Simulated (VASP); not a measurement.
# AlCu3 (Pm-3m) in VASP: notebook

AlCu3 is run at these levels: PBEsol; tasks: vibrations by perturbation theory, elastic constants.

Everything below comes from runs of VASP 6.6.1. Logs are shortened: lines on timing, memory, paths and dates and some standing lists are left out, and cuts for length are marked.

### 1 The cell of the first run

The structure is cubic, space group Pm-3m (No. 221). Conventional cell: a = 3.632 Å, b = 3.632 Å, c = 3.632 Å, α = 90.00°, β = 90.00°, γ = 90.00°. Within 3.4 Å of Al (site symmetry m-3m) lie 12 Cu at 2.57 Å. Within 3.4 Å of Cu (site symmetry 4/mmm) lie 4 Al at 2.57 Å and 8 Cu at 2.57 Å.

### 2 Vibrations by perturbation theory, PBEsol

Input file INCAR:

```
PREC = Accurate
ENCUT = 520
EDIFF = 1E-8
ISMEAR = -1
SIGMA = 0.15
LREAL = F
LASPH = T
NELM = 60
ALGO = Normal
ISIF = 2
LWAVE = F
LCHARG = F
GGA = PS
IBRION = 8
NSW = 1
```

Input file KPOINTS:

```
regular mesh
0
Gamma
  12 12 12
```

Input file POSCAR:

```
AlCu3
1.0
    3.6324203548      0.0000000000      0.0000000000
    0.0000000000      3.6324203548      0.0000000000
    0.0000000000      0.0000000000      3.6324203548
Al Cu
1 3
Direct
    0.0000000000      0.0000000000      0.0000000000
    0.5000000000      0.5000000000      0.0000000000
    0.5000000000      0.0000000000      0.5000000000
    0.0000000000      0.5000000000      0.5000000000
```

Potentials or basis: VASP PAW PBE potentials, release 64 (Al, Cu).

Command:

```bash
$ cat potpaw_PBE.64/Al/POTCAR potpaw_PBE.64/Cu/POTCAR > POTCAR
$ mpirun -np 1 vasp_std > vasp.out
```

OUTCAR:

```text
PREC = Accurate
   ENCUT = 520
   EDIFF = 1E-8
   ISMEAR = -1
   LREAL = F
   LASPH = T
   NELM = 60
   ISIF = 2
   GGA = PS
   IBRION = 8
   NSW = 1

 ion  position               nearest neighbor table
   1  0.000  0.000  0.000-   2 2.57   3 2.57   4 2.57   3 2.57   4 2.57   2 2.57   4 2.57   4 2.57
                             2 2.57   3 2.57   3 2.57   2 2.57
   2  0.500  0.500  0.000-   1 2.57   3 2.57   4 2.57   3 2.57   4 2.57   1 2.57   3 2.57   3 2.57
                             1 2.57   4 2.57   4 2.57   1 2.57
   3  0.500  0.000  0.500-   1 2.57   2 2.57   4 2.57   1 2.57   2 2.57   2 2.57   4 2.57   2 2.57
                             1 2.57   4 2.57   1 2.57   4 2.57
   4  0.000  0.500  0.500-   1 2.57   2 2.57   3 2.57   1 2.57   2 2.57   1 2.57   3 2.57   1 2.57
                             2 2.57   3 2.57   2 2.57   3 2.57

  LATTYP: Found a simple cubic cell.
 ALAT       =     3.6324203548

  Lattice vectors:

 A1 = (   3.6324203548,   0.0000000000,   0.0000000000)
 A2 = (   0.0000000000,   3.6324203548,   0.0000000000)
 A3 = (   0.0000000000,   0.0000000000,   3.6324203548)

Analysis of symmetry for initial positions (statically):
=====================================================================
 Subroutine PRICEL returns:
 Original cell was already a primitive cell.

 Routine SETGRP: Setting up the symmetry group for a
 simple cubic supercell.

 Subroutine GETGRP returns: Found 48 space group operations
 (whereof 48 operations were pure point group operations)
 out of a pool of 48 trial point group operations.

The static configuration has the point symmetry O_h .

Analysis of symmetry for dynamics (positions and initial velocities):
=====================================================================
 Subroutine PRICEL returns:
 Original cell was already a primitive cell.

 Routine SETGRP: Setting up the symmetry group for a
 simple cubic supercell.

 Subroutine GETGRP returns: Found 48 space group operations
 (whereof 48 operations were pure point group operations)
 out of a pool of 48 trial point group operations.

The dynamic configuration has the point symmetry O_h .

 Subroutine INISYM returns: Found 48 space group operations
 (whereof 48 operations are pure point group operations),
 and found     1 'primitive' translations

----------------------------------------------------------------------------------------

                                     Primitive cell

  volume of cell :      47.9279

  direct lattice vectors                    reciprocal lattice vectors
     3.632420355  0.000000000  0.000000000     0.275298534  0.000000000  0.000000000
     0.000000000  3.632420355  0.000000000     0.000000000  0.275298534  0.000000000
     0.000000000  0.000000000  3.632420355     0.000000000  0.000000000  0.275298534

  length of vectors
     3.632420355  3.632420355  3.632420355     0.275298534  0.275298534  0.275298534

  position of ions in fractional coordinates (direct lattice)
     0.000000000  0.000000000  0.000000000
     0.500000000  0.500000000  0.000000000
     0.500000000  0.000000000  0.500000000
     0.000000000  0.500000000  0.500000000

  ion indices of the primitive-cell ions
   primitive index   ion index
                 1           1
                 2           2
                 3           3
                 4           4

----------------------------------------------------------------------------------------

 KPOINTS: regular mesh

Automatic generation of k-mesh.
 Grid dimensions read from file:
 generate k-points for:   12   12   12

 Generating k-lattice:

  Cartesian coordinates                     Fractional coordinates (reciprocal lattice)
     0.022941545  0.000000000  0.000000000     0.083333333  0.000000000  0.000000000
     0.000000000  0.022941545  0.000000000     0.000000000  0.083333333  0.000000000
     0.000000000  0.000000000  0.022941545     0.000000000  0.000000000  0.083333333

  Length of vectors
     0.022941545  0.022941545  0.022941545

  Shift w.r.t. Gamma in fractional coordinates (k-lattice)
     0.000000000  0.000000000  0.000000000

 Subroutine IBZKPT returns following result:
[... 65 lines left out ...]
   EFERMI_NEDOS =   21; number of points for ismear=-14 and -15
   IALGO  =     38    algorithm
   IMIX   =      4    mixing-type and parameters
     AMIX     =   0.40;   BMIX     =  1.00
     AMIX_MAG =   1.60;   BMIX_MAG =  1.00
  volume/ion in A,a.u.               =      11.98        80.86
  Fermi-wavevector in a.u.,A,eV,Ry     =   1.488148  2.812193 30.131266  2.214586
  Thomas-Fermi vector in A             =   2.601220
   LORBIT       =      0    0 simple, 1 ext, 2 COOP (PROOUT), +10 PAW based schemes
   GGA     = PS    functional components
   LHFCALC =     F    Hartree Fock is set to
   AEXX    =    0.0000 exact exchange contribution
   IVDW    =     0    specifies the selected vdW correction
   LEPSILON=     F    determine dielectric tensor
   LRPA    =     F    only Hartree local field effects (RPA)
 non-spin polarized calculation
  energy-cutoff  :      520.00
  volume of cell :       47.93
 maximum number of plane-waves:      1328
 NGX is ok and might be reduce to    28
   NGX = 13   NGY = 13   NGZ = 13

--------------------------------------- Ionic step        1  -------------------------------------------

 number of electron      35.9999977 magnetization

 Free energy of the ion-electron system (eV)
  ---------------------------------------------------
  ext. energy  EPLUGINS =         0.00000000
  ---------------------------------------------------
  free energy    TOTEN  =       -17.81831041 eV

  energy without entropy =      -17.73263783  energy(sigma->0) =      -17.77547412

 E-fermi :   8.6381     XC(G=0): -12.4996

 val. band max:        8.5885555682   @ k =   0.5000   0.2500   0.2500
 cond. band min:       8.6730746189   @ k =   0.1667   0.0833   0.0833
 fundamental gap:      0.0845190507
 Fermi energy:         8.6381463863

 k-point     1 :       0.0000    0.0000    0.0000
  band No.  band energies     occupation
      1      -2.0980      2.00000
      2       3.1865      2.00000
      3       3.7576      2.00000
      4       3.7576      2.00000
      5       4.0289      2.00000
      6       4.0289      2.00000
[... 589 lines left out ...]
     21      14.8213      0.00000
     22      14.8993      0.00000

 [... further k-points ...]
[... 5 lines left out ...]
  --------------------------------------------------------------------------------------
  -------------------------------------------------------------------------------------
  Total        0.1624074      0.1624074      0.1624074      0.0000000      0.0000000      0.0000000
  in kB        5.4291027      5.4291027      5.4291027      0.0000000      0.0000000      0.0000000
  external PRESSURE =       5.4291027 kB  Pullay stress =       0.0000000 kB

 VOLUME and BASIS-vectors are now :
 -----------------------------------------------------------------------------
  energy-cutoff  :      520.00
  volume of cell :       47.93
      direct lattice vectors                 reciprocal lattice vectors
     3.632420355  0.000000000  0.000000000     0.275298534  0.000000000  0.000000000
     0.000000000  3.632420355  0.000000000     0.000000000  0.275298534  0.000000000
     0.000000000  0.000000000  3.632420355     0.000000000  0.000000000  0.275298534

 POSITION                                       TOTAL-FORCE (eV/Angst)
 -----------------------------------------------------------------------------------
      0.00000      0.00000      0.00000         0.000000      0.000000      0.000000
      1.81621      1.81621      0.00000         0.000000      0.000000      0.000000
      1.81621      0.00000      1.81621         0.000000      0.000000      0.000000
      0.00000      1.81621      1.81621         0.000000      0.000000      0.000000
 -----------------------------------------------------------------------------------
    total drift:                                0.000000      0.000000      0.000000

  FREE ENERGIE OF THE ION-ELECTRON SYSTEM (eV)
  ---------------------------------------------------
  free  energy   TOTEN  =       -17.8183104099 eV

  energy  without entropy=      -17.7326378286  energy(sigma->0) =      -17.77547412

[... ionic steps 2 to 3 ...]

--------------------------------------- Ionic step        4  -------------------------------------------

------------------------ aborting loop because EDIFF is reached ----------------------------------------
[... 7 lines left out ...]
[... ionic steps 8 to 8 ...]

--------------------------------------- Ionic step        9  -------------------------------------------

 Free energy of the ion-electron system (eV)
  ---------------------------------------------------
  ---------------------------------------------------
  free energy    TOTEN  =        -0.24220935 eV

  energy without entropy =       -0.24220934

------------------------ aborting loop because EDIFF is reached ----------------------------------------

 INTERNAL STRAIN TENSOR  FOR ION    2  DIRECTION 3   (eV/Angst):
 -----------------------------------------------------------------------------
     0.00832  0.00000  0.00000
     0.00000  0.00832 -0.00000
    -0.00000  0.00000 -0.00510

 INTERNAL STRAIN TENSOR FOR ION    4 for displacements in x,y,z  (eV/Angst):
          X           Y           Z          XY          YZ          ZX
  --------------------------------------------------------------------------------
  x     0.00000     0.00000     0.00000     0.00000     0.00000     0.00000
  y     0.00000     0.00000     0.00000     0.00000     0.00000     0.00000
  z     0.00000     0.00000     0.00000     0.00000     0.00000     0.00000

 SECOND DERIVATIVES (NOT SYMMETRIZED)
 ------------------------------------
               1X          1Y          1Z          2X          2Y          2Z          3X          3Y          3Z          4X          4Y          4Z
  1X    -7.353966    0.000000   -0.000000    3.546709    0.000000    0.000000    3.546709    0.000000   -0.000000    0.260547    0.000000    0.000000
  1Y     0.000000   -7.353966    0.000000   -0.000000    3.546709    0.000000    0.000000    0.260547    0.000000    0.000000    3.546709   -0.000000
  1Z     0.000000   -0.000000   -7.353966    0.000000    0.000000    0.260547   -0.000000   -0.000000    3.546709   -0.000000   -0.000000    3.546709
  2X     3.551676    0.000000    0.000000   -6.589692    0.000000    0.000000   -0.195136    0.000000    0.000000    3.233152    0.000000    0.000000
  2Y     0.000000    3.551676    0.000000    0.000000   -6.589692    0.000000    0.000000    3.233152    0.000000    0.000000   -0.195136    0.000000
  2Z    -0.000000   -0.000000    0.266869   -0.000000    0.000000   -6.734255    0.000000   -0.000000    3.233693   -0.000000    0.000000    3.233693
  3X     3.551676    0.000000    0.000000   -0.195136    0.000000    0.000000   -6.589692    0.000000    0.000000    3.233152    0.000000    0.000000
  3Y     0.000000    0.266869    0.000000    0.000000    3.233693   -0.000000    0.000000   -6.734255   -0.000000   -0.000000    3.233693    0.000000
  3Z     0.000000    0.000000    3.551676    0.000000    0.000000    3.233152    0.000000    0.000000   -6.589692    0.000000    0.000000   -0.195136
  4X     0.266869    0.000000    0.000000    3.233693    0.000000   -0.000000    3.233693   -0.000000    0.000000   -6.734255   -0.000000   -0.000000
  4Y     0.000000    3.551676    0.000000    0.000000   -0.195136    0.000000    0.000000    3.233152    0.000000    0.000000   -6.589692    0.000000
  4Z     0.000000    0.000000    3.551676    0.000000    0.000000    3.233152    0.000000    0.000000   -0.195136    0.000000    0.000000   -6.589692

 Eigenvectors and eigenvalues of the dynamical matrix
 ----------------------------------------------------

   1 f  =    9.116800 THz    57.282545 2PiTHz  304.103720 cm-1    37.704039 meV
             X         Y         Z           dx          dy          dz
      0.000000  0.000000  0.000000    -0.863763    0.002444   -0.000000
      1.816210  1.816210  0.000000     0.344906   -0.000976    0.000000
      1.816210  0.000000  1.816210     0.344906    0.000358   -0.000000
      0.000000  1.816210  1.816210    -0.126433   -0.000976    0.000000
[... 71 lines left out ...]
  12 f/i=    0.003468 THz     0.021792 2PiTHz    0.115692 cm-1     0.014344 meV
             X         Y         Z           dx          dy          dz
      0.000000  0.000000  0.000000     0.276791    0.218272   -0.000076
      1.816210  1.816210  0.000000     0.424321    0.334612   -0.000116
      1.816210  0.000000  1.816210     0.424321    0.334442   -0.000116
      0.000000  1.816210  1.816210     0.424106    0.334612   -0.000116

--------------------------------------------------------------------------------------------------------

 ELASTIC MODULI CONTR FROM IONIC RELAXATION (kBar)
 Direction    XX          YY          ZZ          XY          YZ          ZX
 --------------------------------------------------------------------------------
 XX           0.0000      0.0000      0.0000      0.0000      0.0000      0.0000
 YY           0.0000      0.0000      0.0000      0.0000      0.0000      0.0000
 ZZ           0.0000      0.0000      0.0000      0.0000      0.0000      0.0000
 XY           0.0000      0.0000      0.0000      0.0000      0.0000      0.0000
 YZ           0.0000      0.0000      0.0000      0.0000      0.0000      0.0000
 ZX           0.0000      0.0000      0.0000      0.0000      0.0000      0.0000
 --------------------------------------------------------------------------------
```

Wall time 9.8 min (1 thread of Intel Xeon 6975P-C (Granite Rapids), shared host); peak memory 0.74 GiB.

Results:

```
Highest phonon frequency at Γ : 304 cm⁻¹
```

Phonon frequencies in cm⁻¹ (negative: imaginary):
| q point | frequencies |
| --- | --- |
| (0.000, 0.000, 0.000) | 0 0 0 165 165 165 199 199 199 304 304 304 |

Caveat: the PAW data sets were made with another functional, which shifts forces and pressure a little.

### 3 Elastic constants, PBEsol

Input file INCAR:

```
PREC = Accurate ; ENCUT = 600
EDIFF = 1E-8 ; ISMEAR = -1
SIGMA = 0.15 ; LREAL = False
LASPH = True ; NELM = 80
ALGO = Fast ; ISIF = 3
LWAVE = False ; LCHARG = False
GGA = PS ; NBANDS = 26
IBRION = 6 ; NFREE = 2
POTIM = 0.015 ; NSW = 1
```

Input file KPOINTS:

```
Automatic mesh
0
Gamma
  5 5 5
```

Input file POSCAR:

```
AlCu3
1.0
    3.6324203633      0.0000000000      0.0000000000
    0.0000000000      3.6324203633      0.0000000000
    0.0000000000      0.0000000000      3.6324203633
Al Cu
1 3
Direct
    0.0000000000      0.0000000000      0.0000000000
    0.5000000000      0.5000000000      0.0000000000
    0.5000000000      0.0000000000      0.5000000000
    0.0000000000      0.5000000000      0.5000000000
```

Potentials or basis: VASP PAW PBE potentials, release 64 (Al, Cu).

Command:

```bash
$ cat potpaw_PBE.64/Al/POTCAR potpaw_PBE.64/Cu/POTCAR > POTCAR
$ mpirun -np 1 vasp_std > vasp.out
```

It took 14 min on 1 thread of AMD EPYC 7R43 (Zen 3), shared host; peak memory 0.2 GiB.

Results (log left out):

```yaml
Elastic_constants_C11_C12_C44: 196, 131, 92 GPa
Voigt_bulk_modulus: 153 GPa
Highest_phonon_frequency_at_Γ: 306 cm⁻¹
```

Phonon frequencies in cm⁻¹ (negative: imaginary):
| q point | frequencies |
| --- | --- |
| (0.000, 0.000, 0.000) | 0 0 0 167 167 167 199 199 199 306 306 306 |

Elastic tensor in Voigt notation (GPa, in the Cartesian axes of the cell as first typed):
```
196 131 131   0   0   0
131 196 131   0   0   0
131 131 196   0   0   0
  0   0   0  92   0   0
  0   0   0   0  92   0
  0   0   0   0   0  92
```

Clamped-ion elastic tensor (GPa):
```
196 131 131   0   0   0
131 196 131   0   0   0
131 131 196   0   0   0
  0   0   0  92   0   0
  0   0   0   0  92   0
  0   0   0   0   0  92
```

Caveat: the PAW data sets were made with another functional, which shifts forces and pressure a little.
